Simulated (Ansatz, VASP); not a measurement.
## Sn: VASP beside Ansatz

```
Sn
1.0
     2.87610    0.00000    0.00000
     0.00000    2.87610    0.00000
     0.00000    0.00000    2.87610
Sn
1
Direct
  0.00000 0.00000 0.00000
```

Alike in both runs: task single point; functional LDA; k mesh 12 × 12 × 12; occupations fermi-dirac, width 0.1 eV; no spin polarisation.

|  | VASP | Ansatz |
| --- | --- | --- |
| version | VASP 6.6.1 | Ansatz 0.2.0 |
| potentials or method | VASP PAW LDA potentials, release 64 (Sn_d), cutoff 520 eV | plane waves (420 eV) with PAW, scalar-relativistic |
| valence electrons in the cell | 14 | 14 |

Ansatz gave:

* pressure (GPa): 10.5

**Question.** Which values does VASP return?

**Answer.** Pressure (GPa): 10.7.

Ansatz warns that its potentials were made for another functional, while VASP's fit it. LDA's correlation is that of Perdew and Zunger in VASP and of Perdew and Wang (1992) in Ansatz.
